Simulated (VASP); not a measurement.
# CdSe (P2_1) in VASP: further runs

CdSe is run at these levels: PBEsol; tasks: single point.

Program: VASP 6.6.1. These are calculated values, not measurements. Logs are shortened: lines on timing, memory, paths and dates and some standing lists are left out, and cuts for length are marked.

**1. The cell of the first run**

It takes space group P2_1 (No. 4, monoclinic). The conventional cell has a = 4.301 Å, b = 6.083 Å, c = 4.301 Å, α = 90.00°, β = 90.00°, γ = 90.00°. Cd (site symmetry 1) has 4 Se at 2.49 to 2.80 Å within 3.3 Å. Se (site symmetry 1) has 4 Cd at 2.49 to 2.80 Å within 3.3 Å.

**2. Single point, PBEsol (atoms displaced along a vibrational mode)**

INCAR reads:

```
  ALGO = Normal
  EDIFF = 1E-7
  ENCUT = 520
  GGA = PS
  ISIF = 2
  ISMEAR = 0
  LASPH = True
  LCHARG = False
  LREAL = False
  LWAVE = False
  NBANDS = 26
  NELM = 80
  PREC = Accurate
  SIGMA = 0.05
```

KPOINTS reads:

```
k-points
0
Gamma
  8 8 6
```

POSCAR reads:

```
CdSe
1.0
    0.0000000000     -3.0413096037     -3.0413096037
    0.0000000000      3.0413096037     -3.0413096037
    6.0826192074      0.0000000000      0.0000000000
Cd Se
2 2
Direct
    0.5090123107      0.5344886864      0.5000000000
   -0.0090123107     -0.0344886864      0.0000000000
    0.0406533946      0.5086674637      0.2500000000
    0.4593466054     -0.0086674637      0.7500000000
```

Potentials or basis: VASP PAW PBE potentials, release 64 (Cd, Se).

Run with:

```bash
$ cat potpaw_PBE.64/Cd/POTCAR potpaw_PBE.64/Se/POTCAR > POTCAR
$ mpirun -np 1 vasp_std > vasp.out
```

OUTCAR:

```text
EDIFF = 1E-7
   ENCUT = 520
   GGA = PS
   ISIF = 2
   ISMEAR = 0
   LASPH = True
   LREAL = False
   NELM = 80
   PREC = Accurate

 ion  position               nearest neighbor table
   1  0.509  0.534  0.500-   4 2.49   3 2.53   3 2.75   4 2.80
   2  0.991  0.966  0.000-   3 2.49   4 2.53   4 2.75   3 2.80
   3  0.041  0.509  0.250-   2 2.49   1 2.53   1 2.75   2 2.80
   4  0.459  0.991  0.750-   1 2.49   2 2.53   2 2.75   1 2.80

  LATTYP: Found a simple tetragonal cell.
 ALAT       =     4.3010612889
 C/A-ratio  =     1.4142135624

  Lattice vectors:

 A1 = (   0.0000000000,  -3.0413096037,  -3.0413096037)
 A2 = (   0.0000000000,   3.0413096037,  -3.0413096037)
 A3 = (   6.0826192074,   0.0000000000,   0.0000000000)

Analysis of symmetry for initial positions (statically):
=====================================================================
 Subroutine PRICEL returns:
 Original cell was already a primitive cell.

 Routine SETGRP: Setting up the symmetry group for a
 simple tetragonal supercell.

 Subroutine GETGRP returns: Found  2 space group operations
 (whereof  1 operations were pure point group operations)
 out of a pool of 16 trial point group operations.

The static configuration has the point symmetry C_1 .
 The point group associated with its full space group is C_2 .

Analysis of symmetry for dynamics (positions and initial velocities):
=====================================================================
 Subroutine PRICEL returns:
 Original cell was already a primitive cell.

 Routine SETGRP: Setting up the symmetry group for a
 simple tetragonal supercell.

 Subroutine GETGRP returns: Found  2 space group operations
 (whereof  1 operations were pure point group operations)
 out of a pool of 16 trial point group operations.

The dynamic configuration has the point symmetry C_1 .
 The point group associated with its full space group is C_2 .

 Subroutine INISYM returns: Found  2 space group operations
 (whereof  1 operations are pure point group operations),
 and found     1 'primitive' translations

----------------------------------------------------------------------------------------

                                     Primitive cell

  volume of cell :     112.5232

  direct lattice vectors                    reciprocal lattice vectors
     0.000000000 -3.041309604 -3.041309604     0.000000000 -0.164402861 -0.164402861
     0.000000000  3.041309604 -3.041309604     0.000000000  0.164402861 -0.164402861
     6.082619207  0.000000000  0.000000000     0.164402861  0.000000000  0.000000000

  length of vectors
     4.301061289  4.301061289  6.082619207     0.232500756  0.232500756  0.164402861

  position of ions in fractional coordinates (direct lattice)
     0.509012311  0.534488686  0.500000000
     0.990987689  0.965511314  0.000000000
     0.040653395  0.508667464  0.250000000
     0.459346605  0.991332536  0.750000000

  ion indices of the primitive-cell ions
   primitive index   ion index
                 1           1
                 2           2
                 3           3
                 4           4

----------------------------------------------------------------------------------------

 KPOINTS: k-points

Automatic generation of k-mesh.
 Grid dimensions read from file:
 generate k-points for:    8    8    6

 Generating k-lattice:

  Cartesian coordinates                     Fractional coordinates (reciprocal lattice)
     0.000000000 -0.020550358 -0.020550358     0.125000000  0.000000000  0.000000000
     0.000000000  0.020550358 -0.020550358     0.000000000  0.125000000  0.000000000
     0.027400477  0.000000000  0.000000000     0.000000000  0.000000000  0.166666667

  Length of vectors
     0.029062594  0.029062594  0.027400477

  Shift w.r.t. Gamma in fractional coordinates (k-lattice)
     0.000000000  0.000000000  0.000000000

 Subroutine IBZKPT returns following result:
 ===========================================

 Found    136 irreducible k-points:

 Following reciprocal coordinates:
            Coordinates               Weight
  0.000000  0.000000  0.000000      1.000000
  0.125000  0.000000  0.000000      2.000000
  0.000000  0.125000  0.000000      2.000000
  0.250000  0.000000  0.000000      2.000000
  0.000000  0.250000  0.000000      2.000000
  0.375000  0.000000  0.000000      2.000000
[... 16 lines left out ...]
 -0.250000  0.250000  0.000000      2.000000
  0.375000  0.250000  0.000000      2.000000
 [... further k-points ...]
   k-points           NKPTS =    136   k-points in BZ     NKDIM =    136   number of bands    NBANDS=     26
   number of dos      NEDOS =    301   number of ions     NIONS =      4
   total plane-waves  NPLWV =  49152
   dimension x,y,z NGX =    32 NGY =   32 NGZ =   48
   dimension x,y,z NGXF=    64 NGYF=   64 NGZF=   96
   ions per type =               2   2
   NGX,Y,Z   is equivalent  to a cutoff of  12.37, 12.37, 13.12 a.u.
   NGXF,Y,Z  is equivalent  to a cutoff of  24.74, 24.74, 26.24 a.u.
 SYSTEM =  unknown system
   PREC   = accura    normal or accurate (medium, high low for compatibility)
   ISTART =      0    job   : 0-new  1-cont  2-samecut
   ICHARG =      2    charge: 1-file 2-atom 10-const
   ISPIN  =      1    spin polarized calculation?
   LNONCOLLINEAR =      F non collinear calculations
   LSORBIT =      F    spin-orbit coupling
   LASPH  =      T    aspherical Exc in radial PAW
   ENCUT  =  520.0 eV  38.22 Ry    6.18 a.u.   8.00  8.00 11.31*2*pi/ulx,y,z
   NELM   =     80;   NELMIN=  2; NELMDL= -5     # of ELM steps
   EDIFF  = 0.1E-06   stopping-criterion for ELM
   LREAL  =      F    real-space projection
   EDIFFG = 0.1E-05   stopping-criterion for IOM
   NSW    =      0    number of steps for IOM
   IBRION =     -1    ionic relax: 0-MD 1-quasi-New 2-CG
   NFREE  =      0    steps in history (QN), initial steepest desc. (CG)
   ISIF   =      2    stress and relaxation
   ISYM   =      2    0-nonsym 1-usesym 2-fastsym
   POTIM  = 0.5000    time-step for ionic-motion
   TEBEG  =    0.0;   TEEND  =   0.0 temperature during run
   PSTRESS=    0.0 pullay stress
   NELECT =      36.0000    total number of electrons
   NUPDOWN=      -1.0000    fix difference up-down
   EMIN   =  10.00;   EMAX   =-10.00  energy-range for DOS
   EFERMI =   0.00;   METHOD = LEGACY
   ISMEAR =     0;   SIGMA  =   0.05  broadening in eV -4-tet -1-fermi 0-gaus
   EFERMI_NEDOS =   21; number of points for ismear=-14 and -15
   IALGO  =     38    algorithm
   IMIX   =      4    mixing-type and parameters
     AMIX     =   0.40;   BMIX     =  1.00
     AMIX_MAG =   1.60;   BMIX_MAG =  1.00
  volume/ion in A,a.u.               =      28.13       189.84
  Fermi-wavevector in a.u.,A,eV,Ry     =   1.119683  2.115894 17.057484  1.253690
  Thomas-Fermi vector in A             =   2.256324
   LORBIT       =      0    0 simple, 1 ext, 2 COOP (PROOUT), +10 PAW based schemes
   GGA     = PS    functional components
   LHFCALC =     F    Hartree Fock is set to
   AEXX    =    0.0000 exact exchange contribution
   IVDW    =     0    specifies the selected vdW correction
   LEPSILON=     F    determine dielectric tensor
   LRPA    =     F    only Hartree local field effects (RPA)
 non-spin polarized calculation
 Gauss-broadening in eV      SIGMA  =   0.05
  energy-cutoff  :      520.00
  volume of cell :      112.52
 maximum number of plane-waves:      3080
   NGX = 15   NGY = 15   NGZ = 23

 number of electron      35.9999998 magnetization

 Free energy of the ion-electron system (eV)
  ---------------------------------------------------
  ext. energy  EPLUGINS =         0.00000000
  ---------------------------------------------------
  free energy    TOTEN  =       -12.03496345 eV

  energy without entropy =      -12.03496345  energy(sigma->0) =      -12.03496345

 E-fermi :   1.0441     XC(G=0):  -9.0972

 val. band max:        0.8427363362   @ k =   0.0000   0.0000   0.0000
 cond. band min:       1.3035342415   @ k =   0.0000   0.0000   0.0000
 fundamental gap:      0.4607979053
 Fermi energy:         1.0440901632

 k-point     1 :       0.0000    0.0000    0.0000
  band No.  band energies     occupation
      1     -11.8724      2.00000
      2     -11.3590      2.00000
      3      -7.2129      2.00000
      4      -7.1853      2.00000
      5      -7.1290      2.00000
      6      -6.9641      2.00000
[... 18 lines left out ...]
     25       9.9726      0.00000
     26      10.0899      0.00000

 k-point     2 :       0.1250    0.0000    0.0000
  band No.  band energies     occupation
      1     -11.8362      2.00000
      2     -11.3599      2.00000
      3      -7.2010      2.00000
      4      -7.1676      2.00000
      5      -7.1111      2.00000
      6      -6.9594      2.00000
[... 18 lines left out ...]
     25       9.6287      0.00000
     26      10.1302      0.00000

 k-point     3 :       0.0000    0.1250    0.0000
  band No.  band energies     occupation
      1     -11.8362      2.00000
      2     -11.3606      2.00000
      3      -7.2011      2.00000
      4      -7.1747      2.00000
      5      -7.1081      2.00000
      6      -6.9620      2.00000
[... 18 lines left out ...]
     25       9.6178      0.00000
     26      10.1502      0.00000

 k-point     4 :       0.2500    0.0000    0.0000
  band No.  band energies     occupation
      1     -11.7410      2.00000
      2     -11.3689      2.00000
      3      -7.1759      2.00000
      4      -7.1278      2.00000
      5      -7.0483      2.00000
      6      -6.9537      2.00000
[... 18 lines left out ...]
     25       9.1490      0.00000
     26       9.2854      0.00000
[... 496 lines left out ...]
      1     -11.6319      2.00000
      2     -11.3593      2.00000
      3      -7.1307      2.00000
      4      -7.0796      2.00000
      5      -6.9907      2.00000
      6      -6.9283      2.00000
[... 18 lines left out ...]
     25       8.3205      0.00000
     26       8.5602      0.00000

 k-point    23 :      -0.2500    0.2500    0.0000
  band No.  band energies     occupation
      1     -11.6260      2.00000
      2     -11.3660      2.00000
      3      -7.1340      2.00000
      4      -7.0879      2.00000
      5      -7.0072      2.00000
      6      -6.9238      2.00000
[... 18 lines left out ...]
     25       8.4170      0.00000
     26       8.5138      0.00000

 k-point    24 :       0.3750    0.2500    0.0000
  band No.  band energies     occupation
      1     -11.5362      2.00000
      2     -11.3681      2.00000
      3      -7.1068      2.00000
      4      -7.0428      2.00000
      5      -6.9615      2.00000
      6      -6.9142      2.00000
[... 18 lines left out ...]
     25       9.1246      0.00000
     26       9.1650      0.00000

 [... further k-points ...]

------------------------ aborting loop because EDIFF is reached ----------------------------------------

  FORCE on cell =-STRESS in cart. coord.  units (eV):
  Direction    XX          YY          ZZ          XY          YZ          ZX
  --------------------------------------------------------------------------------------
  -------------------------------------------------------------------------------------
  Total        1.5800054      0.8932616      0.7820816      0.0000000     -0.3347192      0.0000000
  in kB       22.4971376     12.7188354     11.1357827      0.0000000     -4.7659488      0.0000000
  external PRESSURE =      15.4505852 kB  Pullay stress =       0.0000000 kB

 VOLUME and BASIS-vectors are now :
 -----------------------------------------------------------------------------
  energy-cutoff  :      520.00
  volume of cell :      112.52
      direct lattice vectors                 reciprocal lattice vectors
     0.000000000 -3.041309604 -3.041309604     0.000000000 -0.164402861 -0.164402861
     0.000000000  3.041309604 -3.041309604     0.000000000  0.164402861 -0.164402861
     6.082619207  0.000000000  0.000000000     0.164402861  0.000000000  0.000000000

 POSITION                                       TOTAL-FORCE (eV/Angst)
 -----------------------------------------------------------------------------------
      3.04131      0.07748     -3.17361        -0.098096     -1.121622      0.059123
      0.00000     -0.07748     -5.95032        -0.098096      1.121622     -0.059123
      1.52065      1.42338     -1.67065         0.098096      0.006784      1.473448
      4.56196      1.61793     -4.41196         0.098096     -0.006784     -1.473448
 -----------------------------------------------------------------------------------
    total drift:                                0.000021     -0.000000     -0.000000

  FREE ENERGIE OF THE ION-ELECTRON SYSTEM (eV)
  ---------------------------------------------------
  free  energy   TOTEN  =       -12.0349634500 eV

  energy  without entropy=      -12.0349634500  energy(sigma->0) =      -12.03496345
```

It took 3.8 min on 1 thread of Intel Xeon Platinum 8488C (Sapphire Rapids), shared host; peak memory 0.47 GiB.

Results:

```yaml
Free_energy: -12.0350 eV
Pressure: 1.5 GPa
Largest_force: 1.477 eV/Å
Band_gap_on_the_k_mesh: 0.46 eV
```

Forces on the atoms (eV/Å):
```
Cd  -0.098 -1.122  0.059
Cd  -0.098  1.122 -0.059
Se   0.098  0.007  1.473
Se   0.098 -0.007 -1.473
```

Caveat: the cell differs from its parent crystal (atoms displaced along a vibrational mode); the PAW data sets were made with another functional, which shifts forces and pressure a little.

**3. Single point, PBEsol (atoms displaced along a vibrational mode)**

INCAR reads:

```
SYSTEM = CdSe
PREC = Accurate
ENCUT = 520
EDIFF = 1E-6
ISMEAR = 0
SIGMA = 0.05
LREAL = .False.
LASPH = .True.
NELM = 60
ALGO = Normal
ISIF = 2
LWAVE = .False.
LCHARG = .False.
GGA = PS
NBANDS = 26
```

KPOINTS reads:

```
regular mesh
0
Gamma
  8 8 6
  0 0 0
```

POSCAR reads:

```
CdSe
1.0
    0.0000000000     -3.0413096037     -3.0413096037
    0.0000000000      3.0413096037     -3.0413096037
    6.0826192074      0.0000000000      0.0000000000
Cd Se
2 2
Direct
    0.5525297480      0.5780061237      0.5000000000
   -0.0525297480     -0.0780061237      0.0000000000
    0.0726514138      0.4766694445      0.2500000000
    0.4273485862      0.0233305555      0.7500000000
```

Potentials or basis: VASP PAW PBE potentials, release 64 (Cd, Se).

Run with:

```bash
$ cat potpaw_PBE.64/Cd/POTCAR potpaw_PBE.64/Se/POTCAR > POTCAR
$ mpirun -np 1 vasp_std > vasp.out
```

OUTCAR:

```text
SYSTEM = CdSe
   PREC = Accurate
   ENCUT = 520
   EDIFF = 1E-6
   ISMEAR = 0
   LREAL = .False.
   LASPH = .True.
   NELM = 60
   ISIF = 2
   GGA = PS

 ion  position               nearest neighbor table
   1  0.553  0.578  0.500-   4 2.50   3 2.60   3 2.74   4 2.88   2 3.78   2 3.78
   2  0.947  0.922  0.000-   3 2.50   4 2.60   4 2.74   3 2.88   1 3.78   1 3.78
   3  0.073  0.477  0.250-   2 2.50   1 2.60   1 2.74   2 2.88
   4  0.427  0.023  0.750-   1 2.50   2 2.60   2 2.74   1 2.88

  LATTYP: Found a simple tetragonal cell.
 ALAT       =     4.3010612889
 C/A-ratio  =     1.4142135624

  Lattice vectors:

 A1 = (   0.0000000000,  -3.0413096037,  -3.0413096037)
 A2 = (   0.0000000000,   3.0413096037,  -3.0413096037)
 A3 = (   6.0826192074,   0.0000000000,   0.0000000000)

Analysis of symmetry for initial positions (statically):
=====================================================================
 Subroutine PRICEL returns:
 Original cell was already a primitive cell.

 Routine SETGRP: Setting up the symmetry group for a
 simple tetragonal supercell.

 Subroutine GETGRP returns: Found  2 space group operations
 (whereof  1 operations were pure point group operations)
[... 172 lines left out ...]
 val. band max:        0.8264325313   @ k =   0.0000   0.0000   0.0000
 cond. band min:       1.2927415607   @ k =   0.0000   0.0000   0.0000
 fundamental gap:      0.4663090295
 Fermi energy:         1.0373152793

 k-point     1 :       0.0000    0.0000    0.0000
  band No.  band energies     occupation
      1     -11.8022      2.00000
      2     -11.1959      2.00000
      3      -7.1475      2.00000
      4      -7.1418      2.00000
      5      -7.0825      2.00000
      6      -6.9440      2.00000
[... 685 lines left out ...]
     25       8.8906      0.00000
     26       9.2983      0.00000

 [... further k-points ...]

------------------------ aborting loop because EDIFF is reached ----------------------------------------

  FORCE on cell =-STRESS in cart. coord.  units (eV):
  Direction    XX          YY          ZZ          XY          YZ          ZX
  --------------------------------------------------------------------------------------
  -------------------------------------------------------------------------------------
  Total        0.5159800     -0.4431531     -0.2507980      0.0000000     -0.8702362      0.0000000
  in kB        7.3468571     -6.3098994     -3.5710244      0.0000000    -12.3909854      0.0000000
  external PRESSURE =      -0.8446889 kB  Pullay stress =       0.0000000 kB

 VOLUME and BASIS-vectors are now :
 -----------------------------------------------------------------------------
  energy-cutoff  :      520.00
  volume of cell :      112.52
      direct lattice vectors                 reciprocal lattice vectors
     0.000000000 -3.041309604 -3.041309604     0.000000000 -0.164402861 -0.164402861
     0.000000000  3.041309604 -3.041309604     0.000000000  0.164402861 -0.164402861
     6.082619207  0.000000000  0.000000000     0.164402861  0.000000000  0.000000000

 POSITION                                       TOTAL-FORCE (eV/Angst)
 -----------------------------------------------------------------------------------
      3.04131      0.07748     -3.43831        -0.242054     -0.918862      0.168776
      0.00000     -0.07748     -5.68562        -0.242054      0.918862     -0.168776
      1.52065      1.22874     -1.67065         0.242054      0.176169      1.193857
      4.56196     -1.22874     -1.37065         0.242054     -0.176169     -1.193857
 -----------------------------------------------------------------------------------
    total drift:                               -0.000041     -0.000000     -0.000000

  FREE ENERGIE OF THE ION-ELECTRON SYSTEM (eV)
  ---------------------------------------------------
  free  energy   TOTEN  =       -11.9480778462 eV

  energy  without entropy=      -11.9480778462  energy(sigma->0) =      -11.94807785
```

It took 3.3 min on 1 thread of Intel Xeon Platinum 8488C (Sapphire Rapids), shared host; peak memory 0.46 GiB.

Results:

```yaml
Free_energy: -11.9481 eV
Pressure: -0.1 GPa
Largest_force: 1.231 eV/Å
Band_gap_on_the_k_mesh: 0.47 eV
```

Forces in eV/Å, atoms in the order of the input:
```
Cd  -0.242 -0.919  0.169
Cd  -0.242  0.919 -0.169
Se   0.242  0.176  1.194
Se   0.242 -0.176 -1.194
```

Stress tensor (GPa, compression positive):
```
 0.73  0.00  0.00
 0.00 -0.63 -1.24
 0.00 -1.24 -0.36
```

Levels at points of the mesh, in eV from the valence-band top:
| k point | band 15 | band 16 | band 17 | band 18 | band 19 | band 20 | band 21 | band 22 |
| --- | --- | --- | --- | --- | --- | --- | --- | --- |
| (0.00, 0.00, 0.00) | -1.62 | -0.27 | -0.08 | 0.00 | 0.47 | 2.69 | 3.87 | 5.53 |
| (0.50, 0.00, 0.00) | -2.50 | -1.60 | -0.90 | -0.56 | 3.15 | 4.01 | 5.19 | 5.25 |
| (0.00, 0.50, 0.00) | -2.11 | -2.08 | -1.01 | -0.56 | 3.35 | 3.44 | 5.56 | 5.87 |
| (0.50, 0.50, 0.00) | -2.03 | -1.83 | -1.65 | -1.61 | 2.64 | 2.67 | 3.36 | 3.64 |
| (0.00, 0.00, 0.50) | -1.11 | -1.11 | -0.89 | -0.89 | 2.82 | 2.82 | 4.23 | 4.23 |
| (0.50, 0.00, 0.50) | -0.99 | -0.99 | -0.63 | -0.63 | 2.38 | 2.38 | 5.77 | 5.77 |
| (0.00, 0.50, 0.50) | -0.77 | -0.77 | -0.62 | -0.62 | 2.19 | 2.19 | 5.44 | 5.44 |
| (0.50, 0.50, 0.50) | -2.43 | -2.43 | -1.92 | -1.92 | 3.62 | 3.62 | 5.95 | 5.95 |

Caveat: the cell differs from its parent crystal (atoms displaced along a vibrational mode); the PAW data sets were made with another functional, which shifts forces and pressure a little.
